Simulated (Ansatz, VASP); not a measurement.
**GaP in VASP and in Ansatz**

```
Ga P
1.0
     0.00000    2.72540    2.72540
     2.72540    0.00000    2.72540
     2.72540    2.72540    0.00000
Ga P
1 1
Cartesian
  0.0000 0.0000 0.0000
  1.3627 1.3627 1.3627
```

Alike in both runs: task single point; functional r2SCAN; k mesh 8 × 8 × 8; non-collinear spin, spin-orbit coupling.

|  | VASP | Ansatz |
| --- | --- | --- |
| version | VASP 6.6.1 | Ansatz 0.2.0 |
| potentials or method | VASP PAW PBE potentials, release 64 (Ga_d, P) | plane waves, PAW |
| plane-wave cutoff (eV) | 520 | 500 |
| occupations | gaussian, width 0.01 eV | fixed |
| valence electrons in the cell | 18 | 18 |

```csv
,VASP,Ansatz,Ansatz less VASP
pressure (GPa),-0.1,0.0,+0.07
```

VASP's potentials were made for PBE, not for r2SCAN.
